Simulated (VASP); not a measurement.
# CuO (Cccm) in VASP: further runs, part 2 of 2

VASP 6.6.1. The steps go on from the part before.

**5. Single point, PBEsol**

This run uses another cell than the first one, of 10.83 Å³/atom, 0.942 times its volume.

Input file INCAR:

```
ALGO = Normal
EDIFF = 1E-6
ENCUT = 520
GGA = PS
ISIF = 2
ISMEAR = -1
LASPH = True
LCHARG = True
LELF = True
LREAL = False
LVHAR = True
LWAVE = False
NBANDS = 25
NELM = 60
PREC = Accurate
SIGMA = 0.05
```

Input file KPOINTS:

```
k-points
0
Gamma
  9 9 5
```

Input file POSCAR:

```
CuO
1.0
    1.9776053960     -2.1390962088      0.0000000000
    1.9776053960      2.1390962088      0.0000000000
    0.0000000000      0.0000000000      5.1213234137
Cu O
2 2
Direct
    0.5000000000      0.0000000000      0.0000000000
    0.0000000000      0.5000000000      0.5000000000
    0.5000000000      0.5000000000      0.2500000000
    0.5000000000      0.5000000000      0.7500000000
```

Potentials or basis: VASP PAW PBE potentials, release 64 (Cu, O).

Started as:

```console
> cat potpaw_PBE.64/Cu/POTCAR potpaw_PBE.64/O/POTCAR > POTCAR
> mpirun -np 1 vasp_std > vasp.out
```

OUTCAR:

```text
EDIFF = 1E-6
   ENCUT = 520
   GGA = PS
   ISIF = 2
   ISMEAR = -1
   LASPH = True
   LREAL = False
   NELM = 60
   PREC = Accurate

 ion  position               nearest neighbor table
   1  0.500  0.000  0.000-   3 1.94   4 1.94   3 1.94   4 1.94
   2  0.000  0.500  0.500-   3 1.94   4 1.94   3 1.94   4 1.94
   3  0.500  0.500  0.250-   1 1.94   2 1.94   1 1.94   2 1.94
   4  0.500  0.500  0.750-   1 1.94   2 1.94   1 1.94   2 1.94

  LATTYP: Found a base centered orthorhombic cell.
 ALAT       =     3.9552107920
 B/A-ratio  =     1.0816597756
 C/A-ratio  =     1.2948294498

  Lattice vectors:

 A1 = (   1.9776053960,  -2.1390962088,   0.0000000000)
 A2 = (   1.9776053960,   2.1390962088,   0.0000000000)
 A3 = (   0.0000000000,   0.0000000000,   5.1213234137)

Analysis of symmetry for initial positions (statically):
=====================================================================
 Subroutine PRICEL returns:
 Original cell was already a primitive cell.

 Routine SETGRP: Setting up the symmetry group for a
 base centered orthorhombic supercell.
[... 170 lines left out ...]

  energy without entropy =      -21.45782216  energy(sigma->0) =      -21.46739049

 E-fermi :   4.9747     XC(G=0): -11.7210

 val. band max:        4.9507542169   @ k =   0.1111   0.1111   0.4000
 cond. band min:       4.9778485176   @ k =   0.2222   0.1111   0.0000
 fundamental gap:      0.0270943008
 Fermi energy:         4.9747186247

 k-point     1 :       0.0000    0.0000    0.0000
  band No.  band energies     occupation
      1     -14.9077      2.00000
      2     -13.5224      2.00000
      3      -3.3645      2.00000
      4      -0.6551      2.00000
      5      -0.4895      2.00000
      6       1.1594      2.00000
[... 661 lines left out ...]
     24      16.5134      0.00000
     25      16.6669      0.00000

 [... further k-points ...]

------------------------ aborting loop because EDIFF is reached ----------------------------------------

  FORCE on cell =-STRESS in cart. coord.  units (eV):
  Direction    XX          YY          ZZ          XY          YZ          ZX
  --------------------------------------------------------------------------------------
  -------------------------------------------------------------------------------------
  Total       -0.3764986     -0.7005930     -0.7333544     -0.0000000      0.0000000      0.0000000
  in kB      -13.9216865    -25.9056324    -27.1170424     -0.0000000      0.0000000      0.0000000
  external PRESSURE =     -22.3147871 kB  Pullay stress =       0.0000000 kB

 VOLUME and BASIS-vectors are now :
 -----------------------------------------------------------------------------
  energy-cutoff  :      520.00
  volume of cell :       43.33
      direct lattice vectors                 reciprocal lattice vectors
     1.977605396 -2.139096209  0.000000000     0.252831025 -0.233743577  0.000000000
     1.977605396  2.139096209  0.000000000     0.252831025  0.233743577  0.000000000
     0.000000000  0.000000000  5.121323414     0.000000000  0.000000000  0.195262029

 POSITION                                       TOTAL-FORCE (eV/Angst)
 -----------------------------------------------------------------------------------
      0.98880     -1.06955      0.00000         0.000000      0.000000      0.000000
      0.98880      1.06955      2.56066        -0.000000      0.000000      0.000000
      1.97761      0.00000      1.28033        -0.000000     -0.000000      0.000000
      1.97761      0.00000      3.84099        -0.000000      0.000000     -0.000000
 -----------------------------------------------------------------------------------
    total drift:                                0.000000     -0.000000     -0.000000

  FREE ENERGIE OF THE ION-ELECTRON SYSTEM (eV)
  ---------------------------------------------------
  free  energy   TOTEN  =       -21.4769588232 eV

  energy  without entropy=      -21.4578221594  energy(sigma->0) =      -21.46739049
```

stdout:

```text
POSCAR found type information on POSCAR CuO
 POSCAR found :  2 types and       4 ions
 scaLAPACK will be used
 -----------------------------------------------------------------------------
|                                                                             |
|                                                                             |
|     You enforced a specific xc type in the INCAR file but a different       |
|     I HOPE YOU KNOW WHAT YOU ARE DOING!                                     |
|                                                                             |
 -----------------------------------------------------------------------------

 LDA part: xc-table for (Slater+PW92), standard interpolation
 POSCAR, INCAR and KPOINTS ok, starting setup
 FFT: planning ... GRIDC
 FFT: planning ... GRID_SOFT
 FFT: planning ... GRID
 WAVECAR not read
 entering main loop
```

It took 49 s on 1 thread of Intel Xeon 6975P-C, shared host; peak memory 0.2 GiB.

What came out:

```yaml
Free_energy: -21.4770 eV
Pressure: -2.2 GPa
Band_gap_on_the_k_mesh: zero (band 17 reaches 5.59 eV, above the bottom of band 18 at 4.70 eV)
```

Caveat: the PAW data sets were made with another functional, which shifts forces and pressure a little; semilocal functionals often make such compounds metallic where correlation or magnetic order opens a gap, which also shifts bond lengths.

**6. Single point, PBEsol**

This run uses another cell than the first one, of 11.05 Å³/atom, 0.961 times its volume.

Input file INCAR:

```
SYSTEM = CuO
PREC = Accurate
ENCUT = 520
EDIFF = 1E-7
ISMEAR = -1
SIGMA = 0.05
LREAL = .False.
LASPH = .True.
NELM = 60
ALGO = Normal
ISIF = 2
LWAVE = .False.
LCHARG = .False.
GGA = PS
NBANDS = 25
```

Input file KPOINTS:

```
regular mesh
0
Gamma
  9 9 5
  0 0 0
```

Input file POSCAR:

```
CuO
1.0
    1.9909680000     -2.1535500000      0.0000000000
    1.9909680000      2.1535500000      0.0000000000
    0.0000000000      0.0000000000      5.1559280000
Cu O
2 2
Direct
    0.5000000000      0.0000000000      0.0000000000
    0.0000000000      0.5000000000      0.5000000000
    0.5000000000      0.5000000000      0.2500000000
    0.5000000000      0.5000000000      0.7500000000
```

Potentials or basis: VASP PAW PBE potentials, release 64 (Cu, O).

Started as:

```console
> cat potpaw_PBE.64/Cu/POTCAR potpaw_PBE.64/O/POTCAR > POTCAR
> mpirun -np 1 vasp_std > vasp.out
```

Wall time 61 s (1 thread of Intel Xeon 6975P-C, shared host); peak memory 0.21 GiB.

It converged, with:

* Free energy: -21.4570 eV
* Pressure: -5.4 GPa
* Band gap on the k mesh: zero (band 17 reaches 5.32 eV, above the bottom of band 18 at 4.45 eV)

Stress tensor (GPa, compression positive):
```
-3.98  0.00  0.00
 0.00 -5.46  0.00
 0.00  0.00 -6.69
```

Levels at points of the mesh, in eV from the Fermi level:
| k point | band 15 | band 16 | band 17 | band 18 | band 19 | band 20 |
| --- | --- | --- | --- | --- | --- | --- |
| (0.00, 0.00, 0.00) | -2.26 | -1.86 | 0.61 | 0.79 | 1.39 | 6.03 |

Caveat: the PAW data sets were made with another functional, which shifts forces and pressure a little; semilocal functionals often make such compounds metallic where correlation or magnetic order opens a gap, which also shifts bond lengths.

**7. Overview**

```csv
cell,k mesh,gap on the mesh (eV),pressure (GPa)
"a = 2.992, b = 2.992, c = 5.156 Å, angles 90.0, 90.0, 94.5°, 4 atoms",8 × 8 × 5,none,-10.0
"a = 2.873, b = 2.873, c = 5.051 Å, angles 90.0, 90.0, 94.5°, 4 atoms",9 × 9 × 5,none,5.2
"a = 2.893, b = 2.893, c = 5.086 Å, angles 90.0, 90.0, 94.5°, 4 atoms",9 × 9 × 5,none,1.3
"a = 2.913, b = 2.913, c = 5.121 Å, angles 90.0, 90.0, 94.5°, 4 atoms",9 × 9 × 5,none,-2.2
"a = 2.933, b = 2.933, c = 5.156 Å, angles 90.0, 90.0, 94.5°, 4 atoms",9 × 9 × 5,none,-5.4
```

Alike in all rows: task single point; level PBEsol; potentials or basis VASP PAW PBE potentials, release 64 (Cu, O); no spin polarisation; cutoff (eV) 520; smearing fermi-dirac 0.05 eV.

Caveats: the PAW data sets were made with another functional, which shifts forces and pressure a little; semilocal functionals often make such compounds metallic where correlation or magnetic order opens a gap, which also shifts bond lengths.

Absolute energies hang on the potentials; compare differences alone.
